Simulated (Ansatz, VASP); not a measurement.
MgS in VASP and in Ansatz

INCAR

```
SYSTEM = MgS
PREC     = Accurate       ! precision mode
ENCUT    = 520            ! plane-wave cutoff, eV
EDIFF    = 1E-8           ! SCF threshold, eV
ISMEAR   = -1             ! smearing method
SIGMA    = 0.01           ! smearing width, eV
LREAL    = .FALSE.        ! projectors in reciprocal space
LASPH    = .TRUE.         ! aspherical terms in the spheres
NELM     = 80             ! most SCF steps
ALGO     = Normal         ! electronic algorithm
ISIF     = 2              ! what is computed and relaxed
LWAVE    = .FALSE.        ! write WAVECAR
LCHARG   = .FALSE.        ! write CHGCAR
GGA      = CA             ! functional
LEFG     = .TRUE.       
NBANDS   = 11             ! bands
```

The input KPOINTS:

```
Automatic mesh
0
G
  8 8 8
  0 0 0
```

The input POSCAR:

```
MgS
1.0
   -0.0520330000      2.5756335000      2.5756335000
    2.5756335000     -0.0520330000      2.5756335000
    2.5756335000      2.5756335000     -0.0520330000
Mg S
1 1
Direct
    0.0000000000      0.0000000000      0.0000000000
    0.5000000000      0.5000000000      0.5000000000
```

Input for Ansatz:

```yaml
crystal:
  lattice:
    - [-0.052033, 2.5756335, 2.5756335]
    - [2.5756335, -0.052033, 2.5756335]
    - [2.5756335, 2.5756335, -0.052033]
  atoms:
    - { symbol: Mg, position: [0.0, 0.0, 0.0] }
    - { symbol: S, position: [0.5, 0.5, 0.5] }
kpoints:
  mp_grid: { grid: [8, 8, 8] }
scf:
  occupations: { method: fermi_dirac, width: 0.01 }
hamiltonian:
  xc: lda
  pseudopotentials: { kind: all_electron, datasets: crystal }
output:
  forces: true
  stress: true
  eigenvalues: true
  efg: { contact_densities: true }
```

Change from the starting cell: equal xy, yz and zx shear strains of -2 %, crystal datasets.

Alike in both runs: task electric field gradients; functional LDA; k mesh 8 × 8 × 8; occupations fermi-dirac, width 0.01 eV; no spin polarisation.

|  | VASP | Ansatz |
| --- | --- | --- |
| version | VASP 6.6.1 | Ansatz 0.2.0 |
| potentials or method | VASP PAW LDA potentials, release 64 (Mg, S), cutoff 520 eV | all-electron PAW with datasets made for the crystal, scalar-relativistic |

```csv
,VASP,Ansatz,Ansatz less VASP
gap on the k mesh at the Fermi level (eV),2.37,2.37,+0.004
pressure (GPa),-3.8,-3.2,+0.59
"traceless stress, the component that is largest in VASP (GPa)",1.06,1.06,+0.001
size of Vzz on the site where it differs most (V/Å²),0.7,1.0,+0.35
```

LDA's correlation is that of Perdew and Zunger in VASP and of Perdew and Wang (1992) in Ansatz. Ansatz ran all-electron here, and VASP with PAW potentials.
